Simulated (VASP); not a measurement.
# InSe (R3m) in VASP: notebook, part 2 of 2

VASP 6.6.1. The steps go on from the part before.

## 4. Relaxation of cell and atoms, PBEsol

File INCAR:

```
PREC     = Accurate       # precision mode
ENCUT    = 600            # plane-wave cutoff, eV
EDIFF    = 1E-6           # SCF threshold, eV
ISMEAR   = -1             # smearing method
SIGMA    = 0.05           # smearing width, eV
LREAL    = False          # projectors in reciprocal space
LASPH    = True           # aspherical terms in the spheres
NELM     = 100            # most SCF steps
ALGO     = Normal         # electronic algorithm
ISIF     = 3              # what is computed and relaxed
LWAVE    = False          # write WAVECAR
LCHARG   = False          # write CHGCAR
GGA      = PS             # functional
IBRION   = 2              # ionic algorithm
NSW      = 60             # ionic steps
EDIFFG   = -0.01          # ionic threshold
```

File KPOINTS:

```
regular mesh
0
Gamma
  8 8 8
```

File POSCAR:

```
InSe
1.0
    2.0000000000      1.1547005384      8.4400000000
   -2.0000000000      1.1547005384      8.4400000000
    0.0000000000     -2.3094010768      8.4400000000
In Se
2 2
Direct
    0.8886000000      0.8886000000      0.8886000000
    0.0000000000      0.0000000000      0.0000000000
    0.1719000000      0.1719000000      0.1719000000
    0.3835000000      0.3835000000      0.3835000000
```

The run is started by

```console
$ cat potpaw_PBE.64/In_d/POTCAR potpaw_PBE.64/Se/POTCAR > POTCAR
$ mpirun -np 1 vasp_std > vasp.out
```

It took 21 min on 1 thread of Intel Xeon 6975P-C (Granite Rapids), shared host; peak memory 0.87 GiB.

Results (log left out):

* Free energy: -15.5986 eV
* Relaxed volume: 29.25 Å³/atom
* Relaxed cell: a = 8.707 Å, b = 8.707 Å, c = 8.707 Å, α = 26.64°, β = 26.64°, γ = 26.64°
* Space group after relaxing (to 0.1 Å): R3m (No. 160)
* Energy gained by relaxing: 1.7 meV/atom
* Ionic steps: 5
* Pressure after relaxing: 0.0 GPa
* Largest force after relaxing: 0.009 eV/Å
* Band gap on the k mesh: 0.32 eV

Forces in eV/Å, atoms in the order of the input:
```
In   0.000  0.000  0.005
In   0.000  0.000 -0.001
Se   0.000  0.000  0.005
Se   0.000  0.000 -0.009
```

The path:
| step | energy change (eV) | largest force (eV/Å) | pressure (GPa) | volume (Å³) |
| --- | --- | --- | --- | --- |
| 1 | 0.0000 | 0.3199 | 0.25 | 116.95 |
| 2 | -0.0058 | 0.0733 | -0.34 | 117.72 |
| 3 | -0.0062 | 0.0402 | -0.23 | 117.56 |
| 4 | -0.0068 | 0.0040 | 0.03 | 116.93 |
| 5 | -0.0068 | 0.0088 | 0.01 | 117.02 |

Final structure:
```
In Se
1.0
     2.00615    1.15825    8.39337
    -2.00615    1.15825    8.39337
     0.00000   -2.31651    8.39337
In Se
2 2
Direct
  0.88918 0.88918 0.88918
  0.99947 0.99947 0.99947
  0.17177 0.17177 0.17177
  0.38358 0.38358 0.38358
```

Levels at points of the mesh, in eV from the valence-band top:
```tsv
k point	band 15	band 16	band 17	band 18	band 19	band 20	band 21	band 22	band 23
(0.00, 0.00, 0.00)	-1.57	-1.30	-1.30	-1.21	-1.21	1.63	1.98	4.28	4.28
(0.50, 0.00, 0.00)	-3.51	-2.40	-2.33	-2.23	-1.70	1.10	1.91	3.61	3.91
(0.50, 0.50, 0.00)	-3.27	-2.66	-2.51	-2.03	-1.55	1.10	1.90	3.24	3.51
(0.50, 0.50, 0.50)	-1.38	-1.38	-1.13	-1.13	0.00	0.32	2.05	4.20	4.20
```

Caveat: semilocal functionals underestimate gaps, and a narrow one can read as zero; the PAW data sets were made with another functional, which shifts forces and pressure a little; spin-orbit coupling is left out, which moves the levels of the heavy elements. A k mesh can miss the band edges.

## 5. Single point, r2SCAN

This run uses another cell than the first one, of 30.41 Å³/atom.

File POSCAR:

```
InSe
1.0
    2.0263188076      1.1698957091      8.5510653682
   -2.0263188076      1.1698957091      8.5510653682
    0.0000000000     -2.3397914182      8.5510653682
In Se
2 2
Direct
    0.8886000000      0.8886000000      0.8886000000
    0.0000000000      0.0000000000      0.0000000000
    0.1719000000      0.1719000000      0.1719000000
    0.3835000000      0.3835000000      0.3835000000
```

File INCAR.step1:

```
SYSTEM = InSe
PREC = Accurate ; ENCUT = 520
ISMEAR = -1 ; SIGMA = 0.05
LREAL = .FALSE. ; LASPH = .TRUE.
NELM = 80 ; NBANDS = 27
GGA = PE ; ALGO = Normal
EDIFF = 1E-4 ; LWAVE = .TRUE.
LCHARG = .FALSE.
```

File INCAR.step2:

```
SYSTEM = InSe
PREC = Accurate ; ENCUT = 520
EDIFF = 1E-6 ; ISMEAR = -1
SIGMA = 0.05 ; LREAL = .FALSE.
LASPH = .TRUE. ; NELM = 80
ALGO = Normal ; ISIF = 2
LWAVE = .FALSE. ; LCHARG = .FALSE.
METAGGA = R2SCAN ; LMIXTAU = .TRUE.
NBANDS = 27 ; ISTART = 1
```

File KPOINTS:

```
regular mesh
0
G
  8 8 8
  0 0 0
```

Potentials or basis: VASP PAW PBE potentials, release 64 (In_d, Se).

The run is started by

```console
$ cat potpaw_PBE.64/In_d/POTCAR potpaw_PBE.64/Se/POTCAR > POTCAR
$ cp INCAR.step1 INCAR
$ mpirun -np 1 vasp_std > vasp.out
$ cp INCAR.step2 INCAR
$ mpirun -np 1 vasp_std > vasp.out
```

OUTCAR:

```text
SYSTEM = InSe
   PREC = Accurate
   ENCUT = 520
   EDIFF = 1E-6
   ISMEAR = -1
   LREAL = .FALSE.
   LASPH = .TRUE.
   NELM = 80
   ISIF = 2
   METAGGA = R2SCAN
   ISTART = 1

 ion  position               nearest neighbor table
   1  0.889  0.889  0.889-   3 2.67   3 2.67   3 2.67   2 2.86
   2  0.000  0.000  0.000-   4 2.67   4 2.67   4 2.67   1 2.86
   3  0.172  0.172  0.172-   1 2.67   1 2.67   1 2.67
   4  0.383  0.383  0.383-   2 2.67   2 2.67   2 2.67

  LATTYP: Found a trigonal (rhomboedric) cell.
 ALAT       =     8.8654014467
 COS(alpha) =     0.8955162542

  Lattice vectors:

 A1 = (   2.0263188076,   1.1698957091,   8.5510653682)
 A2 = (  -2.0263188076,   1.1698957091,   8.5510653682)
 A3 = (   0.0000000000,  -2.3397914182,   8.5510653682)

Analysis of symmetry for initial positions (statically):
=====================================================================
 Subroutine PRICEL returns:
 Original cell was already a primitive cell.

 Routine SETGRP: Setting up the symmetry group for a
 trigonal (rhombohedral) supercell.

 Subroutine GETGRP returns: Found  6 space group operations
 (whereof  6 operations were pure point group operations)
 out of a pool of 12 trial point group operations.

The static configuration has the point symmetry C_3v.

Analysis of symmetry for dynamics (positions and initial velocities):
=====================================================================
 Subroutine PRICEL returns:
 Original cell was already a primitive cell.

 Routine SETGRP: Setting up the symmetry group for a
 trigonal (rhombohedral) supercell.

 Subroutine GETGRP returns: Found  6 space group operations
 (whereof  6 operations were pure point group operations)
 out of a pool of 12 trial point group operations.

The dynamic configuration has the point symmetry C_3v.

 Subroutine INISYM returns: Found  6 space group operations
 (whereof  6 operations are pure point group operations),
 and found     1 'primitive' translations

----------------------------------------------------------------------------------------

                                     Primitive cell

  volume of cell :     121.6260

  direct lattice vectors                    reciprocal lattice vectors
     2.026318808  1.169895709  8.551065368     0.246752879  0.142462841  0.038981498
    -2.026318808  1.169895709  8.551065368    -0.246752879  0.142462841  0.038981498
     0.000000000 -2.339791418  8.551065368     0.000000000 -0.284925682  0.038981498

  length of vectors
     8.865401447  8.865401447  8.865401447     0.287579905  0.287579905  0.287579905

  position of ions in fractional coordinates (direct lattice)
     0.888600000  0.888600000  0.888600000
     0.000000000  0.000000000  0.000000000
     0.171900000  0.171900000  0.171900000
     0.383500000  0.383500000  0.383500000

  ion indices of the primitive-cell ions
   primitive index   ion index
                 1           1
                 2           2
                 3           3
                 4           4

----------------------------------------------------------------------------------------

 KPOINTS: regular mesh

Automatic generation of k-mesh.
 Grid dimensions read from file:
 generate k-points for:    8    8    8

 Generating k-lattice:

  Cartesian coordinates                     Fractional coordinates (reciprocal lattice)
     0.030844110  0.017807855  0.004872687     0.125000000 -0.000000000  0.000000000
    -0.030844110  0.017807855  0.004872687    -0.000000000  0.125000000  0.000000000
     0.000000000 -0.035615710  0.004872687     0.000000000  0.000000000  0.125000000

  Length of vectors
     0.035947488  0.035947488  0.035947488

  Shift w.r.t. Gamma in fractional coordinates (k-lattice)
     0.000000000  0.000000000  0.000000000

 Subroutine IBZKPT returns following result:
 ===========================================

 Found     65 irreducible k-points:

 Following reciprocal coordinates:
            Coordinates               Weight
  0.000000  0.000000  0.000000      1.000000
  0.125000  0.000000  0.000000      6.000000
  0.250000  0.000000  0.000000      6.000000
  0.375000  0.000000  0.000000      6.000000
  0.500000  0.000000  0.000000      3.000000
  0.125000  0.125000  0.000000      6.000000
[... 16 lines left out ...]
  0.250000  0.125000  0.125000      6.000000
  0.375000  0.125000  0.125000      6.000000
 [... further k-points ...]
   k-points           NKPTS =     65   k-points in BZ     NKDIM =     65   number of bands    NBANDS=     27
   number of dos      NEDOS =    301   number of ions     NIONS =      4
   total plane-waves  NPLWV = 343000
   dimension x,y,z NGX =    70 NGY =   70 NGZ =   70
   dimension x,y,z NGXF=   140 NGYF=  140 NGZF=  140
   ions per type =               2   2
   NGX,Y,Z   is equivalent  to a cutoff of  13.13, 13.13, 13.13 a.u.
   NGXF,Y,Z  is equivalent  to a cutoff of  26.25, 26.25, 26.25 a.u.
 SYSTEM =  InSe
   PREC   = accura    normal or accurate (medium, high low for compatibility)
   ISTART =      1    job   : 0-new  1-cont  2-samecut
   ICHARG =      0    charge: 1-file 2-atom 10-const
   ISPIN  =      1    spin polarized calculation?
   LNONCOLLINEAR =      F non collinear calculations
   LSORBIT =      F    spin-orbit coupling
   LASPH  =      T    aspherical Exc in radial PAW
   ENCUT  =  520.0 eV  38.22 Ry    6.18 a.u.  16.48 16.48 16.48*2*pi/ulx,y,z
   NELM   =     80;   NELMIN=  2; NELMDL=  0     # of ELM steps
   EDIFF  = 0.1E-05   stopping-criterion for ELM
   LREAL  =      F    real-space projection
   EDIFFG = 0.1E-04   stopping-criterion for IOM
   NSW    =      0    number of steps for IOM
   IBRION =     -1    ionic relax: 0-MD 1-quasi-New 2-CG
   NFREE  =      0    steps in history (QN), initial steepest desc. (CG)
   ISIF   =      2    stress and relaxation
   ISYM   =      2    0-nonsym 1-usesym 2-fastsym
   POTIM  = 0.5000    time-step for ionic-motion
   TEBEG  =    0.0;   TEEND  =   0.0 temperature during run
   PSTRESS=    0.0 pullay stress
   NELECT =      38.0000    total number of electrons
   NUPDOWN=      -1.0000    fix difference up-down
   EMIN   =  10.00;   EMAX   =-10.00  energy-range for DOS
   EFERMI =   0.00;   METHOD = LEGACY
   ISMEAR =    -1;   SIGMA  =   0.05  broadening in eV -4-tet -1-fermi 0-gaus
   EFERMI_NEDOS =   21; number of points for ismear=-14 and -15
   IALGO  =     38    algorithm
   IMIX   =      4    mixing-type and parameters
     AMIX     =   0.40;   BMIX     =  1.00
     AMIX_MAG =   1.60;   BMIX_MAG =  1.00
  volume/ion in A,a.u.               =      30.41       205.19
  Fermi-wavevector in a.u.,A,eV,Ry     =   1.110863  2.099227 16.789820  1.234017
  Thomas-Fermi vector in A             =   2.247420
   LORBIT       =      0    0 simple, 1 ext, 2 COOP (PROOUT), +10 PAW based schemes
   METAGGA = R2SCAN    functional components
   LHFCALC =     F    Hartree Fock is set to
   AEXX    =    0.0000 exact exchange contribution
   IVDW    =     0    specifies the selected vdW correction
   LEPSILON=     F    determine dielectric tensor
   LRPA    =     F    only Hartree local field effects (RPA)
 non-spin polarized calculation
  energy-cutoff  :      520.00
  volume of cell :      121.63
 maximum number of plane-waves:      3302
 NGX is ok and might be reduce to    70
   NGX = 33   NGY = 33   NGZ = 33

 number of electron      37.9999998 magnetization

 Free energy of the ion-electron system (eV)
  ---------------------------------------------------
  ext. energy  EPLUGINS =         0.00000000
  ---------------------------------------------------
  free energy    TOTEN  =       -76.46011674 eV

  energy without entropy =      -76.46011399  energy(sigma->0) =      -76.46011536

 E-fermi :   3.8604     XC(G=0):  -9.2560

 val. band max:        3.4793998863   @ k =   0.5000   0.5000   0.5000
 cond. band min:       4.2181217928   @ k =   0.5000   0.5000   0.5000
 fundamental gap:      0.7387219065
 Fermi energy:         3.8603787803

 k-point     1 :       0.0000    0.0000    0.0000
  band No.  band energies     occupation
      1     -11.7028      2.00000
      2     -11.5516      2.00000
      3     -11.5516      2.00000
      4     -11.4809      2.00000
      5     -11.4809      2.00000
      6     -11.4490      2.00000
[... 19 lines left out ...]
     26       9.3665      0.00000
     27      11.4188      0.00000
[... 661 lines left out ...]
 k-point    24 :       0.3750    0.1250    0.1250
  band No.  band energies     occupation
      1     -11.7625      2.00000
      2     -11.6557      2.00000
      3     -11.6407      2.00000
      4     -11.5420      2.00000
      5     -11.4614      2.00000
      6     -11.4457      2.00000
[... 19 lines left out ...]
     26      10.3971      0.00000
     27      10.7982      0.00000

 [... further k-points ...]
[... 5 lines left out ...]
  --------------------------------------------------------------------------------------
  -------------------------------------------------------------------------------------
  Total       -0.4658482     -0.4658482     -1.1257447      0.0000000     -0.0000000      0.0000000
  in kB       -6.1366115     -6.1366115    -14.8294171      0.0000000     -0.0000000      0.0000000
  external PRESSURE =      -9.0342134 kB  Pullay stress =       0.0000000 kB

 VOLUME and BASIS-vectors are now :
 -----------------------------------------------------------------------------
  energy-cutoff  :      520.00
  volume of cell :      121.63
      direct lattice vectors                 reciprocal lattice vectors
     2.026318808  1.169895709  8.551065368     0.246752879  0.142462841  0.038981498
    -2.026318808  1.169895709  8.551065368    -0.246752879  0.142462841  0.038981498
     0.000000000 -2.339791418  8.551065368     0.000000000 -0.284925682  0.038981498

 POSITION                                       TOTAL-FORCE (eV/Angst)
 -----------------------------------------------------------------------------------
      0.00000      0.00000     22.79543         0.000000      0.000000      0.096517
      0.00000      0.00000      0.00000         0.000000      0.000000     -0.078982
      0.00000      0.00000      4.40978         0.000000     -0.000000      0.241799
      0.00000      0.00000      9.83800         0.000000      0.000000     -0.259335
 -----------------------------------------------------------------------------------
    total drift:                                0.000000      0.000000     -0.000106

  FREE ENERGIE OF THE ION-ELECTRON SYSTEM (eV)
  ---------------------------------------------------
  free  energy   TOTEN  =       -76.4601167384 eV

  energy  without entropy=      -76.4601139862  energy(sigma->0) =      -76.46011536
```

Wall time 74 min (1 thread of Intel Xeon Platinum 8488C (Sapphire Rapids), shared host); peak memory 0.84 GiB.

What came out:

```yaml
Free_energy: -76.4601 eV
Pressure: -0.9 GPa
Largest_force: 0.259 eV/Å
Band_gap_on_the_k_mesh: 0.74 eV
```

Forces on the atoms (eV/Å):
```
In   0.000  0.000  0.097
In   0.000  0.000 -0.079
Se   0.000  0.000  0.242
Se   0.000  0.000 -0.259
```

Stress tensor (GPa, compression positive):
```
-0.61  0.00  0.00
 0.00 -0.61  0.00
 0.00  0.00 -1.48
```

Levels at points of the mesh, in eV from the valence-band top:
| k point | band 15 | band 16 | band 17 | band 18 | band 19 | band 20 | band 21 | band 22 | band 23 | band 24 |
| --- | --- | --- | --- | --- | --- | --- | --- | --- | --- | --- |
| (0.00, 0.00, 0.00) | -1.42 | -1.32 | -1.32 | -1.24 | -1.24 | 1.93 | 2.48 | 4.69 | 4.69 | 5.58 |
| (0.50, 0.00, 0.00) | -3.39 | -2.32 | -2.32 | -2.22 | -1.63 | 1.51 | 2.20 | 3.99 | 4.33 | 5.04 |
| (0.50, 0.50, 0.00) | -3.16 | -2.59 | -2.47 | -2.05 | -1.47 | 1.46 | 2.22 | 3.68 | 3.99 | 4.68 |
| (0.50, 0.50, 0.50) | -1.39 | -1.39 | -1.17 | -1.17 | 0.00 | 0.74 | 2.56 | 4.62 | 4.62 | 6.01 |

Caveat: semilocal functionals underestimate gaps, and a narrow one can read as zero; the PAW data sets were made with another functional, which shifts forces and pressure a little; spin-orbit coupling is left out, which moves the levels of the heavy elements.

## 6. Single point, r2SCAN

This run uses another cell than the first one, of 30.99 Å³/atom.

File POSCAR:

```
InSe
1.0
    2.0392256448      1.1773474750      8.6055322212
   -2.0392256448      1.1773474750      8.6055322212
    0.0000000000     -2.3546949500      8.6055322212
In Se
2 2
Direct
    0.8886000000      0.8886000000      0.8886000000
    0.0000000000      0.0000000000      0.0000000000
    0.1719000000      0.1719000000      0.1719000000
    0.3835000000      0.3835000000      0.3835000000
```

File INCAR.step1:

```
SYSTEM = InSe
PREC = Accurate
ENCUT = 520
ISMEAR = -1
SIGMA = 0.05
LREAL = .False.
LASPH = .True.
NELM = 60
NBANDS = 27
GGA = PE
ALGO = Normal
EDIFF = 1E-4
LWAVE = .True.
LCHARG = .False.
```

File INCAR.step2:

```
SYSTEM = InSe
PREC = Accurate
ENCUT = 520
EDIFF = 1E-6
ISMEAR = -1
SIGMA = 0.05
LREAL = .False.
LASPH = .True.
NELM = 60
ALGO = Normal
ISIF = 2
LWAVE = .False.
LCHARG = .False.
METAGGA = R2SCAN
LMIXTAU = .True.
NBANDS = 27
ISTART = 1
```

File KPOINTS:

```
Automatic mesh
0
Gamma
  8 8 8
  0 0 0
```

Potentials or basis: VASP PAW PBE potentials, release 64 (In_d, Se).

The run is started by

```console
$ cat potpaw_PBE.64/In_d/POTCAR potpaw_PBE.64/Se/POTCAR > POTCAR
$ cp INCAR.step1 INCAR
$ mpirun -np 1 vasp_std > vasp.out
$ cp INCAR.step2 INCAR
$ mpirun -np 1 vasp_std > vasp.out
```

Run time: 75 min. Hardware: 1 thread of Intel Xeon Platinum 8488C (Sapphire Rapids), shared host; peak memory 0.85 GiB.

It converged, with:

```yaml
Free_energy: -76.4412 eV
Pressure: -1.8 GPa
Largest_force: 0.388 eV/Å
Band_gap_on_the_k_mesh: 0.68 eV
```

Forces on the atoms (eV/Å):
```
In   0.000  0.000  0.026
In   0.000  0.000 -0.009
Se   0.000  0.000  0.371
Se   0.000  0.000 -0.388
```

Stress tensor (GPa, compression positive):
```
-1.51  0.00  0.00
 0.00 -1.51  0.00
 0.00  0.00 -2.27
```

Levels at points of the mesh, in eV from the valence-band top:
| k point | band 15 | band 16 | band 17 | band 18 | band 19 | band 20 | band 21 | band 22 | band 23 | band 24 |
| --- | --- | --- | --- | --- | --- | --- | --- | --- | --- | --- |
| (0.00, 0.00, 0.00) | -1.37 | -1.30 | -1.30 | -1.21 | -1.21 | 1.87 | 2.44 | 4.67 | 4.67 | 5.54 |
| (0.50, 0.00, 0.00) | -3.31 | -2.27 | -2.26 | -2.17 | -1.60 | 1.52 | 2.16 | 3.99 | 4.31 | 5.00 |
| (0.50, 0.50, 0.00) | -3.09 | -2.53 | -2.41 | -2.00 | -1.43 | 1.44 | 2.21 | 3.69 | 3.99 | 4.65 |
| (0.50, 0.50, 0.50) | -1.36 | -1.36 | -1.15 | -1.15 | 0.00 | 0.68 | 2.53 | 4.60 | 4.60 | 5.97 |

Caveat: semilocal functionals underestimate gaps, and a narrow one can read as zero; the PAW data sets were made with another functional, which shifts forces and pressure a little; spin-orbit coupling is left out, which moves the levels of the heavy elements. r2SCAN opens gaps a little over a GGA but as a rule still falls short of measured ones.

## 7. Summary

```csv
task,level,cell,cutoff (eV),gap on the mesh (eV),pressure (GPa),largest force (eV/Å)
single point,RPBE,"a = 8.750 Å, angles 26.4°, 4 atoms, atomic positions A",520,0.56,4.6,0.42
single point,RPBE,"a = 10.753 Å, angles 22.3°, 4 atoms, atomic positions B",520,1.05,0.0,0.02
relaxation of cell and atoms,PBEsol,"relaxed from a = 8.750 Å, angles 26.4°, 4 atoms, atomic positions A",600,0.32,0.0,0.01
single point,r2SCAN,"a = 8.865 Å, angles 26.4°, 4 atoms, atomic positions A",520,0.74,-0.9,0.26
single point,r2SCAN,"a = 8.922 Å, angles 26.4°, 4 atoms, atomic positions A",520,0.68,-1.8,0.39
```

Alike in all rows: potentials or basis VASP PAW PBE potentials, release 64 (In_d, Se); no spin polarisation; k mesh 8 × 8 × 8; smearing fermi-dirac 0.05 eV.

Caveats: the PAW data sets were made with another functional, which shifts forces and pressure a little; spin-orbit coupling is left out, which moves the levels of the heavy elements; semilocal functionals underestimate gaps, and a narrow one can read as zero (at least some runs); the cell stands under pressure (at least some runs).

Absolute energies hang on the potentials; compare differences alone.

## 8. Against experiment

Step 3. A measured gap of InSe is 1.25 eV (300 K; “The Interaction of Hydrogen with the van der Waals Crystal γ-InSe”, 2020, pmc:7321205); the calculated 1.05 eV misses it by -0.20 eV. Spin-orbit coupling on In, Se is left out. The value is that of RPBE on a finite k mesh, which can miss the band edges, without temperature or zero-point motion. Semilocal functionals fall short of measured gaps as a rule.

Step 5. Measured gap of InSe: 1.25 eV (300 K; “The Interaction of Hydrogen with the van der Waals Crystal γ-InSe”, 2020, pmc:7321205). This calculation gives 0.74 eV (-0.51 eV). Spin-orbit coupling on In, Se is left out. The value is that of r2SCAN on a finite k mesh, which can miss the band edges, without temperature or zero-point motion.
